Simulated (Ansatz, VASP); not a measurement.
## Two plane-wave programs on GaCo

The input INCAR:

```
ALGO = Normal
EDIFF = 1E-7
ENCUT = 520
ISIF = 2
ISMEAR = -1
LASPH = T
LCHARG = F
LREAL = F
LWAVE = F
NBANDS = 30
NELM = 100
PREC = Accurate
SIGMA = 0.08
```

Contents of KPOINTS:

```
k-points
0
Gamma
  10 10 5
```

POSCAR

```
GaCo
1.0
    2.8780000000      0.0000000000      0.0000000000
    0.0000000000      2.8780000000      0.0000000000
    0.0000000000      0.0000000000      5.7560000000
Ga Co
2 2
Direct
    0.5000000000      0.5000000000      0.2500000000
    0.5000000000      0.5000000000      0.7500000000
    0.0000000000      0.0000000000      0.0000000000
    0.0000000000      0.0000000000      0.5000000000
```

Input for Ansatz:

```yaml
crystal:
  lattice:
    - [2.878, 0.0, 0.0]
    - [0.0, 2.878, 0.0]
    - [0.0, 0.0, 5.756]
  atoms:
    - { symbol: Ga, position: [0.5, 0.5, 0.25] }
    - { symbol: Ga, position: [0.5, 0.5, 0.75] }
    - { symbol: Co, position: [0.0, 0.0, 0.0] }
    - { symbol: Co, position: [0.0, 0.0, 0.5] }
kpoints:
  mp_grid: { grid: [10, 10, 5] }
scf:
  occupations: { method: fermi_dirac, width: 0.08 }
  lower_state_search: "off"
hamiltonian:
  xc: lda
  pseudopotentials: { kind: paw }
output:
  forces: true
  stress: true
  eigenvalues: true
```

Alike in both runs: task single point; functional LDA; k mesh 10 × 10 × 5; occupations fermi-dirac, width 0.08 eV; no spin polarisation.

|  | VASP | Ansatz |
| --- | --- | --- |
| version | VASP 6.6.1 | Ansatz 0.2.0 |
| potentials or method | VASP PAW LDA potentials, release 64 (Ga_d, Co) | PAW with Ansatz's default frozen-core files, scalar-relativistic |
| plane-wave cutoff (eV) | 520 | 420 |
| valence electrons in the cell | 44 | 60 |

VASP gave:

- pressure (GPa): -12.8

Problem. Which values does Ansatz return?

Solution. Pressure (GPa): -13.2.

LDA's correlation is that of Perdew and Zunger in VASP and of Perdew and Wang (1992) in Ansatz. VASP's potentials hold 44 valence electrons a cell and Ansatz's 60, so a difference there can come from the potentials and not from the codes.
